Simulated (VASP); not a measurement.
Write the native input for VASP 6.6.1 that does the following.

| Item | Value |
| --- | --- |
| Task | relaxation of cell and atoms |
| Functional | PBEsol |
| Potentials or basis | VASP PAW PBE potentials, release 64 (Tl_d, As, F) |
| Cutoff | 600 eV |
| k mesh | 6 × 6 × 4 |
| Occupations | fermi-dirac, width 0.03 eV |
| Spin | no spin polarisation |
| Dipole correction | no |
| Further INCAR settings | ALGO = Normal; EDIFF = 1e-07; IBRION = 2; EDIFFG = -0.01; NSW = 100; ISIF = 3 |

The structure of TlAsF4 lies in POSCAR:

```
TlAsF4
1.0
    4.0703517000      0.0000000000      0.0000000000
    0.0000000000      4.0703517000      0.0000000000
    0.0000000000      0.0000000000      5.8576599000
Tl As F
1 1 4
Direct
    0.0000000000      0.0000000000      0.0000000000
    0.5000000000      0.5000000000      0.5000000000
    0.5000000000      0.0000000000      0.7327468500
    0.0000000000      0.5000000000      0.2672531500
    0.5000000000      0.0000000000      0.2672531500
    0.0000000000      0.5000000000      0.7327468500
```

The input as run:

INCAR

```
PREC = Accurate ; ENCUT = 600
EDIFF = 1E-7 ; ISMEAR = -1
SIGMA = 0.03 ; LREAL = F
LASPH = T ; NELM = 120
ALGO = Normal ; ISIF = 3
LWAVE = F ; LCHARG = F
GGA = PS ; IBRION = 2
NSW = 100 ; EDIFFG = -0.01
GGA_COMPAT = F ; NELMIN = 4
```

KPOINTS

```
Automatic mesh
0
Gamma
  6 6 4
```

Potentials or basis: VASP PAW PBE potentials, release 64 (Tl_d, As, F).

Launch:

```bash
$ cat potpaw_PBE.64/Tl_d/POTCAR potpaw_PBE.64/As/POTCAR potpaw_PBE.64/F/POTCAR > POTCAR
$ mpirun -np 1 vasp_std > vasp.out
```

Results of the run:

```json
{
  "Relaxed volume": "14.80 Å³/atom",
  "Relaxed cell": "a = 3.675 Å, b = 3.675 Å, c = 6.578 Å, α = 90.00°, β = 90.00°, γ = 90.00°",
  "Space group after relaxing (to 0.1 Å)": "P4/mmm (No. 123)",
  "Energy gained by relaxing": "293.7 meV/atom",
  "Ionic steps": "13",
  "Pressure after relaxing": "0.0 GPa",
  "Band gap on the k mesh": "2.49 eV (least direct gap 3.13 eV)"
}
```

Caveat: the PAW data sets were made with another functional, which shifts forces and pressure a little; spin-orbit coupling is left out, which moves the levels of the heavy elements.

Run time: 5.1 min on 1 thread of Intel(R) Xeon(R) 6975P-C (Granite Rapids), with other jobs on the host, peak memory 0.31 GiB.
